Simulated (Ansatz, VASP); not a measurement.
**One calculation of HfS2, two programs**

```
CELL_PARAMETERS angstrom
3.59226 0.00000 0.00000
-1.79613 3.11099 0.00000
0.00000 0.00000 23.84573
ATOMIC_POSITIONS crystal
S 0.66667 0.33333 0.31452
S 0.33333 0.66667 0.43611
S 0.66667 0.33333 0.56389
S 0.33333 0.66667 0.68548
Hf 0.00000 0.00000 0.37532
Hf 0.00000 0.00000 0.62468
```

Alike in both runs: task relaxation of the atoms; functional PBEsol; k mesh 9 × 9 × 1; occupations gaussian, width 0.05 eV; no spin polarisation.

|  | VASP | Ansatz |
| --- | --- | --- |
| version | VASP 6.6.1 | Ansatz 0.2.0 |
| potentials or method | VASP PAW PBE potentials, release 64 (S, Hf_pv), cutoff 450 eV | scalar-relativistic, plane waves, PAW |
| valence electrons in the cell | 44 | 76 |

Ansatz gave:

```
gap on the k mesh at the Fermi level, each at its own relaxed structure (eV) : 1.03
```

Problem. What did VASP give for the same quantities?

Solution. gap on the k mesh at the Fermi level, each at its own relaxed structure (eV): 1.07.

VASP's potentials were made for PBE, not for PBEsol. VASP's potentials hold 44 valence electrons a cell and Ansatz's 76, so a difference there can come from the potentials and not from the codes.

Neither program's run includes spin-orbit coupling.
